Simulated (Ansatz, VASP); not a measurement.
# CdS: VASP beside Ansatz

```
Cd S
1.0
     4.26117    0.00000    0.00000
    -2.13058    3.69028    0.00000
     0.00000    0.00000    5.80417
Cd S
1 1
Cartesian
  0.0000 0.0000 2.5695
  2.1306 1.2301 2.5208
```

Alike in both runs: functional PBEsol; k mesh 5 × 5 × 4; occupations fermi-dirac, width 0.05 eV; non-collinear spin, spin-orbit coupling.

```csv
,VASP,Ansatz
version,VASP 6.6.1,Ansatz 0.2.0
potentials or method,"VASP PAW PBE potentials, release 64 (Cd, S)",Ansatz PAW
plane-wave cutoff (eV),520,420
valence electrons in the cell,18,26
task,single point,band structure
```

|  | VASP | Ansatz | Ansatz less VASP |
| --- | --- | --- | --- |
| pressure (GPa) | -1.3 | -1.5 | -0.20 |
| traceless stress, the component that is largest in VASP (GPa) | 1.30 | 1.52 | +0.219 |
| rms of the force components (eV/Å) | 0.008 | 0.010 | +0.0020 |
| net moment per atom (μB) | 0.00 | 0.00 | 0.000 |

VASP's potentials were made for PBE, not for PBEsol. Atom by atom the forces differ by 0.002 eV/Å (rms over components). VASP's potentials hold 18 valence electrons a cell and Ansatz's 26, so a difference there can come from the potentials and not from the codes.
